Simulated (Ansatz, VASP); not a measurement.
# Two plane-wave programs on CsCl

```
CELL_PARAMETERS angstrom
4.12300 0.00000 0.00000
0.00000 4.12300 0.00000
0.00000 0.00000 4.12300
ATOMIC_POSITIONS crystal
Cs 0.00000 0.00000 0.00000
Cl 0.50000 0.50000 0.50000
```

Alike in both runs: task relaxation of cell and atoms; functional r2SCAN; k mesh 6 × 6 × 6; occupations fermi-dirac, width 0.02 eV; no spin polarisation.

|  | VASP | Ansatz |
| --- | --- | --- |
| version | VASP 6.6.1 | Ansatz 0.2.0 |
| potentials or method | VASP PAW PBE potentials, release 64 (Cs_sv, Cl), cutoff 550 eV | PAW plane waves |
| valence electrons in the cell | 16 | 16 |

Ansatz gave:

```
gap on the k mesh at the Fermi level, each at its own relaxed structure (eV) : 5.91
relaxed volume (Å³/atom)                                                     : 35.48
relaxed cell length with the largest relative difference (Å)                 : 4.140
```

Task: What did VASP give for the same quantities?

Result: gap on the k mesh at the Fermi level, each at its own relaxed structure (eV): 5.91; relaxed volume (Å³/atom): 35.56; relaxed cell length with the largest relative difference (Å): 4.143.

VASP's potentials were made for PBE, not for r2SCAN.

Neither program's run includes spin-orbit coupling.
